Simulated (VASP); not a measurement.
# CdS: single point with PBE

The system is CdS.

```
CELL_PARAMETERS angstrom
0.00000 2.75324 2.75324
2.75324 0.00000 2.75324
2.75324 2.75324 0.00000
ATOMIC_POSITIONS crystal
Cd 0.45500 0.60300 0.45600
S 0.95500 0.10300 0.95600
```

| Property | Result |
| --- | --- |
| Program | VASP 6.6.1 |
| Task | single point |
| Functional | PBE |
| Potentials or basis | VASP PAW PBE potentials, release 64 (Cd, S) |
| Cutoff | 500 eV |
| k mesh | 4 × 4 × 4 |
| Occupations | gaussian, width 0.1 eV |
| Spin | no spin polarisation |

```
Pressure               : 0.3 GPa
Band gap on the k mesh : 0.22 eV, indirect (least direct gap 1.51 eV)
```

Levels at points of the mesh, in eV from the valence-band top:
```
           k point  band 5  band 6  band 7  band 8  band 9  band 10  band 11  band 12  band 13  band 14
(0.00, 0.00, 0.00)   -7.62   -7.62   -0.69   -0.69   -0.69     0.81     9.21     9.21     9.21    11.28
(0.50, 0.00, 0.00)   -7.43   -7.43   -4.77    0.00    0.00     3.52     5.90     5.90     6.64    12.19
(0.50, 0.50, 0.00)   -7.37   -6.71   -4.11   -2.06   -2.06     0.22     6.05     9.73    11.11    11.11
```

It took 5.3 s on 1 thread of Intel(R) Xeon(R) 6975P-C (Granite Rapids), with other jobs on the host, peak memory 0.15 GiB.

Caveat: the k points lie up to 0.49 Å⁻¹ apart. A k mesh can miss the band edges.
